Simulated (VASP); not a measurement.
# TaAl3N4 (P-43m) in VASP: single point with PBE

Aim: the single point of TaAl3N4 with PBE.

Everything below comes from runs of VASP 6.6.1. Logs are shortened: lines on timing, memory, paths and dates and some standing lists are left out, and cuts for length are marked.

**1. The cell of the first run**

It takes space group P-43m (No. 215, cubic). Conventional cell: a = 4.714 Å, b = 4.714 Å, c = 4.714 Å, α = 90.00°, β = 90.00°, γ = 90.00°. Within 2.7 Å of Ta (site symmetry -43m) lie 4 N at 2.04 Å. Al (site symmetry -42m) has 4 N at 2.04 Å within 2.7 Å. N (site symmetry 3m) has 1 Ta at 2.04 Å and 3 Al at 2.04 Å within 2.7 Å.

**2. Single point, PBE**

INCAR reads:

```
PREC     = Accurate       # precision mode
ENCUT    = 520            # plane-wave cutoff, eV
EDIFF    = 1E-6           # SCF threshold, eV
ISMEAR   = 0              # smearing method
SIGMA    = 0.1            # smearing width, eV
LREAL    = False          # projectors in reciprocal space
LASPH    = True           # aspherical terms in the spheres
NELM     = 80             # most SCF steps
ALGO     = Normal         # electronic algorithm
ISIF     = 2              # what is computed and relaxed
LWAVE    = False          # write WAVECAR
LCHARG   = False          # write CHGCAR
GGA      = PE             # functional
NBANDS   = 30             # bands
```

KPOINTS reads:

```
Automatic mesh
0
Gamma
  4 4 4
```

POSCAR reads:

```
TaAl3N4
1.0
    4.7140467400      0.0000000000      0.0000000000
    0.0000000000      4.7140467400      0.0000000000
    0.0000000000      0.0000000000      4.7140467400
Ta Al N
1 3 4
Direct
    0.0000000000      0.0000000000      0.0000000000
    0.0000000000      0.5000000000      0.5000000000
    0.5000000000      0.0000000000      0.5000000000
    0.5000000000      0.5000000000      0.0000000000
    0.2500000000      0.2500000000      0.7500000000
    0.2500000000      0.7500000000      0.2500000000
    0.7500000000      0.2500000000      0.2500000000
    0.7500000000      0.7500000000      0.7500000000
```

Potentials or basis: VASP PAW PBE potentials, release 64 (Ta_pv, Al, N).

On the command line:

```
cat potpaw_PBE.64/Ta_pv/POTCAR potpaw_PBE.64/Al/POTCAR potpaw_PBE.64/N/POTCAR > POTCAR
mpirun -np 1 vasp_std > vasp.out
```

OUTCAR:

```text
PREC = Accurate
   ENCUT = 520
   EDIFF = 1E-6
   ISMEAR = 0
   LREAL = False
   LASPH = True
   NELM = 80
   ISIF = 2
   GGA = PE

 ion  position               nearest neighbor table
   1  0.000  0.000  0.000-   5 2.04   6 2.04   7 2.04   8 2.04   3 3.33   4 3.33   2 3.33   2 3.33
                             3 3.33   2 3.33   4 3.33   2 3.33   3 3.33   4 3.33   3 3.33   4 3.33
   2  0.000  0.500  0.500-   5 2.04   6 2.04   7 2.04   8 2.04   3 3.33   4 3.33   1 3.33   1 3.33
                             4 3.33   1 3.33   3 3.33   1 3.33   3 3.33   4 3.33   4 3.33   3 3.33
   3  0.500  0.000  0.500-   5 2.04   6 2.04   7 2.04   8 2.04   2 3.33   4 3.33   1 3.33   1 3.33
                             4 3.33   2 3.33   4 3.33   4 3.33   1 3.33   2 3.33   1 3.33   2 3.33
   4  0.500  0.500  0.000-   5 2.04   6 2.04   7 2.04   8 2.04   2 3.33   3 3.33   1 3.33   2 3.33
                             3 3.33   1 3.33   3 3.33   3 3.33   1 3.33   2 3.33   2 3.33   1 3.33
   5  0.250  0.250  0.750-   1 2.04   2 2.04   3 2.04   4 2.04
   6  0.250  0.750  0.250-   1 2.04   2 2.04   3 2.04   4 2.04
   7  0.750  0.250  0.250-   1 2.04   2 2.04   3 2.04   4 2.04
   8  0.750  0.750  0.750-   1 2.04   2 2.04   3 2.04   4 2.04

  LATTYP: Found a simple cubic cell.
 ALAT       =     4.7140467400

  Lattice vectors:

 A1 = (   4.7140467400,   0.0000000000,   0.0000000000)
 A2 = (   0.0000000000,   4.7140467400,   0.0000000000)
 A3 = (   0.0000000000,   0.0000000000,   4.7140467400)

Analysis of symmetry for initial positions (statically):
=====================================================================
 Subroutine PRICEL returns:
 Original cell was already a primitive cell.

 Routine SETGRP: Setting up the symmetry group for a
 simple cubic supercell.

 Subroutine GETGRP returns: Found 24 space group operations
 (whereof 24 operations were pure point group operations)
 out of a pool of 48 trial point group operations.

The static configuration has the point symmetry T_d .

Analysis of symmetry for dynamics (positions and initial velocities):
=====================================================================
 Subroutine PRICEL returns:
 Original cell was already a primitive cell.

 Routine SETGRP: Setting up the symmetry group for a
 simple cubic supercell.

 Subroutine GETGRP returns: Found 24 space group operations
 (whereof 24 operations were pure point group operations)
 out of a pool of 48 trial point group operations.

The dynamic configuration has the point symmetry T_d .

 Subroutine INISYM returns: Found 24 space group operations
 (whereof 24 operations are pure point group operations),
 and found     1 'primitive' translations

----------------------------------------------------------------------------------------

                                     Primitive cell

  volume of cell :     104.7567

  direct lattice vectors                    reciprocal lattice vectors
     4.714046740  0.000000000  0.000000000     0.212131965  0.000000000  0.000000000
     0.000000000  4.714046740  0.000000000     0.000000000  0.212131965  0.000000000
     0.000000000  0.000000000  4.714046740     0.000000000  0.000000000  0.212131965

  length of vectors
     4.714046740  4.714046740  4.714046740     0.212131965  0.212131965  0.212131965

  position of ions in fractional coordinates (direct lattice)
     0.000000000  0.000000000  0.000000000
     0.000000000  0.500000000  0.500000000
     0.500000000  0.000000000  0.500000000
     0.500000000  0.500000000  0.000000000
     0.250000000  0.250000000  0.750000000
     0.250000000  0.750000000  0.250000000
     0.750000000  0.250000000  0.250000000
     0.750000000  0.750000000  0.750000000

  ion indices of the primitive-cell ions
   primitive index   ion index
                 1           1
                 2           2
                 3           3
                 4           4
                 5           5
                 6           6
                 7           7
                 8           8

----------------------------------------------------------------------------------------

 KPOINTS: Automatic mesh

Automatic generation of k-mesh.
 Grid dimensions read from file:
 generate k-points for:    4    4    4

 Generating k-lattice:

  Cartesian coordinates                     Fractional coordinates (reciprocal lattice)
     0.053032991  0.000000000  0.000000000     0.250000000  0.000000000  0.000000000
     0.000000000  0.053032991  0.000000000     0.000000000  0.250000000  0.000000000
     0.000000000  0.000000000  0.053032991     0.000000000  0.000000000  0.250000000

  Length of vectors
     0.053032991  0.053032991  0.053032991

  Shift w.r.t. Gamma in fractional coordinates (k-lattice)
     0.000000000  0.000000000  0.000000000

 Subroutine IBZKPT returns following result:
 ===========================================

 Found     10 irreducible k-points:

 Following reciprocal coordinates:
            Coordinates               Weight
  0.000000  0.000000  0.000000      1.000000
  0.250000  0.000000  0.000000      6.000000
  0.500000  0.000000  0.000000      3.000000
  0.250000  0.250000  0.000000     12.000000
  0.500000  0.250000  0.000000     12.000000
  0.500000  0.500000  0.000000      3.000000
  0.250000  0.250000  0.250000      8.000000
  0.500000  0.250000  0.250000     12.000000
  0.500000  0.500000  0.250000      6.000000
  0.500000  0.500000  0.500000      1.000000
   k-points           NKPTS =     10   k-points in BZ     NKDIM =     10   number of bands    NBANDS=     30
   number of dos      NEDOS =    301   number of ions     NIONS =      8
   total plane-waves  NPLWV =  46656
   dimension x,y,z NGX =    36 NGY =   36 NGZ =   36
   dimension x,y,z NGXF=    72 NGYF=   72 NGZF=   72
   ions per type =               1   3   4
   NGX,Y,Z   is equivalent  to a cutoff of  12.70, 12.70, 12.70 a.u.
   NGXF,Y,Z  is equivalent  to a cutoff of  25.39, 25.39, 25.39 a.u.
 SYSTEM =  unknown system
   PREC   = accura    normal or accurate (medium, high low for compatibility)
   ISTART =      0    job   : 0-new  1-cont  2-samecut
   ICHARG =      2    charge: 1-file 2-atom 10-const
   ISPIN  =      1    spin polarized calculation?
   LNONCOLLINEAR =      F non collinear calculations
   LSORBIT =      F    spin-orbit coupling
   LASPH  =      T    aspherical Exc in radial PAW
   ENCUT  =  520.0 eV  38.22 Ry    6.18 a.u.   8.77  8.77  8.77*2*pi/ulx,y,z
   NELM   =     80;   NELMIN=  2; NELMDL= -5     # of ELM steps
   EDIFF  = 0.1E-05   stopping-criterion for ELM
   LREAL  =      F    real-space projection
   EDIFFG = 0.1E-04   stopping-criterion for IOM
   NSW    =      0    number of steps for IOM
   IBRION =     -1    ionic relax: 0-MD 1-quasi-New 2-CG
   NFREE  =      0    steps in history (QN), initial steepest desc. (CG)
   ISIF   =      2    stress and relaxation
   ISYM   =      2    0-nonsym 1-usesym 2-fastsym
   POTIM  = 0.5000    time-step for ionic-motion
   TEBEG  =    0.0;   TEEND  =   0.0 temperature during run
   PSTRESS=    0.0 pullay stress
   NELECT =      40.0000    total number of electrons
   NUPDOWN=      -1.0000    fix difference up-down
   EMIN   =  10.00;   EMAX   =-10.00  energy-range for DOS
   EFERMI =   0.00;   METHOD = LEGACY
   ISMEAR =     0;   SIGMA  =   0.10  broadening in eV -4-tet -1-fermi 0-gaus
   EFERMI_NEDOS =   21; number of points for ismear=-14 and -15
   IALGO  =     38    algorithm
   IMIX   =      4    mixing-type and parameters
     AMIX     =   0.40;   BMIX     =  1.00
     AMIX_MAG =   1.60;   BMIX_MAG =  1.00
  volume/ion in A,a.u.               =      13.09        88.37
  Fermi-wavevector in a.u.,A,eV,Ry     =   1.187684  2.244398 19.192290  1.410594
  Thomas-Fermi vector in A             =   2.323830
   LORBIT       =      0    0 simple, 1 ext, 2 COOP (PROOUT), +10 PAW based schemes
   GGA     = PE    functional components
   LHFCALC =     F    Hartree Fock is set to
   AEXX    =    0.0000 exact exchange contribution
   IVDW    =     0    specifies the selected vdW correction
   LEPSILON=     F    determine dielectric tensor
   LRPA    =     F    only Hartree local field effects (RPA)
 non-spin polarized calculation
 Gauss-broadening in eV      SIGMA  =   0.10
  energy-cutoff  :      520.00
  volume of cell :      104.76
 maximum number of plane-waves:      2872
 NGX is ok and might be reduce to    36
   NGX = 17   NGY = 17   NGZ = 17

 number of electron      39.9999993 magnetization

 Free energy of the ion-electron system (eV)
  ---------------------------------------------------
  ext. energy  EPLUGINS =         0.00000000
  ---------------------------------------------------
  free energy    TOTEN  =       -62.81432280 eV

  energy without entropy =      -62.79352268  energy(sigma->0) =      -62.80392274

 E-fermi :   7.4867     XC(G=0): -10.5683

 val. band max:        7.4027827215   @ k =   0.0000   0.0000   0.0000
 cond. band min:       7.5408747920   @ k =   0.2500   0.2500   0.2500
 fundamental gap:      0.1380920705
 Fermi energy:         7.4866625083

 k-point     1 :       0.0000    0.0000    0.0000
  band No.  band energies     occupation
      1     -28.9454      2.00000
      2     -28.9454      2.00000
      3     -28.9454      2.00000
      4     -10.0441      2.00000
      5      -8.2255      2.00000
      6      -8.2255      2.00000
[... 22 lines left out ...]
     29      13.0273      0.00000
     30      13.0273      0.00000

 k-point     2 :       0.2500    0.0000    0.0000
  band No.  band energies     occupation
      1     -28.9472      2.00000
      2     -28.9452      2.00000
      3     -28.9452      2.00000
      4      -9.8089      2.00000
      5      -8.5295      2.00000
      6      -8.2282      2.00000
[... 22 lines left out ...]
     29      12.7713      0.00000
     30      12.9655      0.00000

 k-point     3 :       0.5000    0.0000    0.0000
  band No.  band energies     occupation
      1     -28.9490      2.00000
      2     -28.9451      2.00000
      3     -28.9451      2.00000
      4      -9.2241      2.00000
      5      -9.1822      2.00000
      6      -8.2307      2.00000
[... 22 lines left out ...]
     29      12.8720      0.00000
     30      12.9286      0.00000

 k-point     4 :       0.2500    0.2500    0.0000
  band No.  band energies     occupation
      1     -28.9470      2.00000
      2     -28.9470      2.00000
      3     -28.9451      2.00000
      4      -9.5970      2.00000
      5      -8.4891      2.00000
      6      -8.4749      2.00000
[... 22 lines left out ...]
     29      12.6572      0.00000
     30      12.8025      0.00000

 k-point     5 :       0.5000    0.2500    0.0000
  band No.  band energies     occupation
      1     -28.9487      2.00000
      2     -28.9468      2.00000
      3     -28.9449      2.00000
      4      -9.0620      2.00000
      5      -9.0591      2.00000
      6      -8.3863      2.00000
[... 22 lines left out ...]
     29      12.0742      0.00000
     30      12.4328      0.00000

 k-point     6 :       0.5000    0.5000    0.0000
  band No.  band energies     occupation
      1     -28.9485      2.00000
      2     -28.9485      2.00000
      3     -28.9447      2.00000
      4      -8.7823      2.00000
      5      -8.6950      2.00000
      6      -8.6950      2.00000
[... 22 lines left out ...]
     29      11.7329      0.00000
     30      11.7329      0.00000

 k-point     7 :       0.2500    0.2500    0.2500
  band No.  band energies     occupation
      1     -28.9468      2.00000
      2     -28.9467      2.00000
      3     -28.9467      2.00000
      4      -9.4107      2.00000
      5      -8.4732      2.00000
      6      -8.4732      2.00000
[... 22 lines left out ...]
     29      12.7745      0.00000
     30      12.7745      0.00000

 k-point     8 :       0.5000    0.2500    0.2500
  band No.  band energies     occupation
      1     -28.9485      2.00000
      2     -28.9466      2.00000
      3     -28.9465      2.00000
      4      -8.9597      2.00000
      5      -8.9372      2.00000
      6      -8.4716      2.00000
[... 22 lines left out ...]
     29      11.9352      0.00000
     30      13.0954      0.00000

 k-point     9 :       0.5000    0.5000    0.2500
  band No.  band energies     occupation
      1     -28.9482      2.00000
      2     -28.9482      2.00000
      3     -28.9464      2.00000
      4      -8.7366      2.00000
      5      -8.6908      2.00000
      6      -8.6908      2.00000
[... 22 lines left out ...]
     29      12.3136      0.00000
     30      12.3136      0.00000

 k-point    10 :       0.5000    0.5000    0.5000
  band No.  band energies     occupation
      1     -28.9480      2.00000
      2     -28.9480      2.00000
      3     -28.9480      2.00000
      4      -8.6867      2.00000
      5      -8.6867      2.00000
      6      -8.6867      2.00000
[... 22 lines left out ...]
     29      12.2311      0.00000
     30      13.0367      0.00000

------------------------ aborting loop because EDIFF is reached ----------------------------------------

  FORCE on cell =-STRESS in cart. coord.  units (eV):
  Direction    XX          YY          ZZ          XY          YZ          ZX
  --------------------------------------------------------------------------------------
  -------------------------------------------------------------------------------------
  Total      -10.5549033    -10.5549033    -10.5549033      0.0000000      0.0000000      0.0000000
  in kB     -161.4296061   -161.4296061   -161.4296061      0.0000000      0.0000000      0.0000000
  external PRESSURE =    -161.4296061 kB  Pullay stress =       0.0000000 kB

 VOLUME and BASIS-vectors are now :
 -----------------------------------------------------------------------------
  energy-cutoff  :      520.00
  volume of cell :      104.76
      direct lattice vectors                 reciprocal lattice vectors
     4.714046740  0.000000000  0.000000000     0.212131965  0.000000000  0.000000000
     0.000000000  4.714046740  0.000000000     0.000000000  0.212131965  0.000000000
     0.000000000  0.000000000  4.714046740     0.000000000  0.000000000  0.212131965

 POSITION                                       TOTAL-FORCE (eV/Angst)
 -----------------------------------------------------------------------------------
      0.00000      0.00000      0.00000        -0.000000      0.000000     -0.000000
      0.00000      2.35702      2.35702        -0.000000      0.000000     -0.000000
      2.35702      0.00000      2.35702        -0.000000      0.000000     -0.000000
      2.35702      2.35702      0.00000        -0.000000      0.000000      0.000000
      1.17851      1.17851      3.53554         0.302664      0.302664     -0.302664
      1.17851      3.53554      1.17851         0.302664     -0.302664      0.302664
      3.53554      1.17851      1.17851        -0.302664      0.302664      0.302664
      3.53554      3.53554      3.53554        -0.302664     -0.302664     -0.302664
 -----------------------------------------------------------------------------------
    total drift:                                0.000000     -0.000000      0.000000

  FREE ENERGIE OF THE ION-ELECTRON SYSTEM (eV)
  ---------------------------------------------------
  free  energy   TOTEN  =       -62.8143228022 eV

  energy  without entropy=      -62.7935226825  energy(sigma->0) =      -62.80392274
```

It took 47 s on 1 thread of AMD EPYC 7R13, shared host; peak memory 0.18 GiB.

What came out:

```yaml
Free_energy: -62.8143 eV
Pressure: -16.1 GPa
Band_gap_on_the_k_mesh: zero (band 20 reaches 8.09 eV, above the bottom of band 21 at 6.78 eV)
```

Caveat: spin-orbit coupling is left out, which moves the levels of the heavy elements.
